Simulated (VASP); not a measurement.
Wanted: the native input for a VASP 6.6.1 run.

- Task: single point
- Functional: r2SCAN
- Potentials or basis: VASP PAW PBE potentials, release 64 (Al)
- Cutoff: 520 eV
- k mesh: 14 × 14 × 8
- Occupations: fermi-dirac, width 0.1 eV
- Spin: no spin polarisation
- Dipole correction: no
- Further INCAR settings: ALGO = Normal; EDIFF = 1e-07; NBANDS = 10

Crystal: Al.

```
Al
1.0
     2.76187    0.00000    0.00000
    -1.38093    2.39185    0.00000
     0.00000    0.00000    4.45848
Al
2
Direct
  0.33333 0.66667 0.25000
  0.66667 0.33333 0.75000
```

This isn't the form of Al at room conditions, which is fcc.

One way to write it, as run:

POSCAR

```
Al
1.0
    2.7618688384      0.0000000000      0.0000000000
   -1.3809344192      2.3918485760      0.0000000000
    0.0000000000      0.0000000000      4.4584816587
Al
2
Direct
    0.3333333333      0.6666666667      0.2500000000
    0.6666666667      0.3333333333      0.7500000000
```

INCAR.step1

```
SYSTEM = Al
ALGO = Normal
EDIFF = 1E-4
ENCUT = 520
GGA = PE
ISMEAR = -1
LASPH = .TRUE.
LCHARG = .FALSE.
LREAL = .FALSE.
LWAVE = .TRUE.
NBANDS = 10
NELM = 60
PREC = Accurate
SIGMA = 0.1
```

INCAR.step2

```
SYSTEM = Al
ALGO = Normal
EDIFF = 1E-7
ENCUT = 520
ISIF = 2
ISMEAR = -1
ISTART = 1
LASPH = .TRUE.
LCHARG = .FALSE.
LMIXTAU = .TRUE.
LREAL = .FALSE.
LWAVE = .FALSE.
METAGGA = R2SCAN
NBANDS = 10
NELM = 60
PREC = Accurate
SIGMA = 0.1
```

KPOINTS

```
k-points
0
G
  14 14 8
  0 0 0
```

Potentials or basis: VASP PAW PBE potentials, release 64 (Al).

Launch:

```console
$ cat potpaw_PBE.64/Al/POTCAR > POTCAR
$ cp INCAR.step1 INCAR
$ mpirun -np 1 vasp_std > vasp.out
$ cp INCAR.step2 INCAR
$ mpirun -np 1 vasp_std > vasp.out
```

Results of the run:

```yaml
Pressure: 8.5 GPa
Band_gap_on_the_k_mesh: zero (bands 3 and 4 overlap by 8.38 eV)
```

Caveat: the cell stands under pressure; the PAW data sets were made with another functional, which shifts forces and pressure a little.

It took 2.6 min on 1 thread of Intel Xeon 8259CL, on a shared host, peak memory 0.17 GiB.
